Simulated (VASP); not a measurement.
Here is a VASP 6.6.1 calculation.

INCAR

```
SYSTEM = TiO2
ALGO = Normal
EDIFF = 1E-7
EDIFFG = -0.04
ENCUT = 1340
GGA = PE
GGA_COMPAT = .FALSE.
IBRION = 2
ISIF = 3
ISMEAR = 0
ISPIN = 2
LASPH = .TRUE.
LCHARG = .FALSE.
LMAXMIX = 4
LORBIT = 11
LREAL = .FALSE.
LWAVE = .FALSE.
MAGMOM = 1 0 0
NELM = 200
NELMIN = 4
NSW = 90
PREC = Accurate
SIGMA = 0.1
```

The input KPOINTS:

```
k-points
0
G
  6 6 4
  0 0 0
```

File POSCAR:

```
TiO2
1.0
    3.0146707600      0.0000000000      0.0000000000
   -1.5073353800      2.6107814600      0.0000000000
    0.0000000000      0.0000000000      4.2197756600
Ti O
1 2
Direct
    0.0000000000      0.0000000000      0.7781499200
    0.3333333300      0.6666666700      0.9835939400
    0.6666666700      0.3333333300      0.5469803600
```

Potentials or basis: VASP PAW PBE potentials, release 64 (Ti_sv, O_h).

Run with:

```sh
$ cat potpaw_PBE.64/Ti_sv/POTCAR potpaw_PBE.64/O_h/POTCAR > POTCAR
$ mpirun -np 1 vasp_std > vasp.out
```

(1) Estimate the band gap on the k mesh.

(2) What does it give for the space group after relaxing (to 0.1 Å)?

Answers

(1) 2.66 eV (least direct gap 2.86 eV).

(2) P-3m1 (No. 164).
